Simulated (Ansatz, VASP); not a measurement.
# One calculation of RbBr, two programs

```
Rb Br
1.0
     0.00000    3.59926    3.43247
     3.59926    0.00000    3.43247
     3.59926    3.59926    0.00000
Rb Br
1 1
Direct
  0.00000 0.00000 0.00000
  0.50000 0.50000 0.50000
```

Change from the starting cell: epitaxial_xy strain +4.0%.

Alike in both runs: task single point; functional PBE; k mesh 6 × 6 × 6; occupations fermi-dirac, width 0.02 eV; no spin polarisation.

|  | VASP | Ansatz |
| --- | --- | --- |
| version | VASP 6.6.1 | Ansatz 0.2.0 |
| potentials or method | VASP PAW PBE potentials, release 64 (Rb_sv, Br) | plane waves, PAW |
| plane-wave cutoff (eV) | 520 | 420 |
| valence electrons in the cell | 16 | 16 |

|  | VASP | Ansatz | Ansatz less VASP |
| --- | --- | --- | --- |
| gap on the k mesh at the Fermi level (eV) | 4.10 | 4.10 | +0.002 |
| pressure (GPa) | -0.2 | -0.2 | -0.01 |
| traceless stress, the component that is largest in VASP (GPa) | 0.69 | 0.68 | -0.008 |
